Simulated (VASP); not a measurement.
A run of VASP 6.6.1:

INCAR

```
  PREC = Accurate
  ENCUT = 520
  EDIFF = 1E-6
  ISMEAR = 0
  SIGMA = 0.1
  LREAL = F
  LASPH = T
  NELM = 100
  ALGO = Normal
  ISIF = 2
  LWAVE = F
  LCHARG = T
  LDIPOL = T
  IDIPOL = 3
  DIPOL = 0.5 0.5 0.485
  GGA = PS
  LELF = T
  LVHAR = T
  LVACPOTAV = T
  NBANDS = 18
```

Contents of KPOINTS:

```
Automatic mesh
0
Gamma
  9 7 1
```

The input POSCAR:

```
Sb4H
1.0
    3.0617437794      0.0000000000      0.0000000000
    0.0000000000      4.3299595773      0.0000000000
    0.0000000000      0.0000000000     25.4949393660
Sb H
4 1
Direct
    0.0000000000      0.5000000000      0.3333994986
    0.0000000000      0.0000000000      0.4183175192
    0.0000000000      0.5000000000      0.5159829121
    0.0000000000      0.0000000000      0.5973370018
    0.5000000000      0.5000000000      0.5590906686
```

Potentials or basis: VASP PAW PBE potentials, release 64 (Sb, H).

Run with:

```sh
$ cat potpaw_PBE.64/Sb/POTCAR potpaw_PBE.64/H/POTCAR > POTCAR
$ mpirun -np 1 vasp_std > vasp.out
```

Hardware: 1 thread of Intel(R) Xeon(R) 6975P-C (Granite Rapids), on a shared host.

Question: Estimate the wall time of this run.

Answer: Run time: 84 s on 1 thread of Intel(R) Xeon(R) 6975P-C (Granite Rapids), with other jobs on the host, peak memory 0.42 GiB. Counts: scf iterations 25, k points 20.
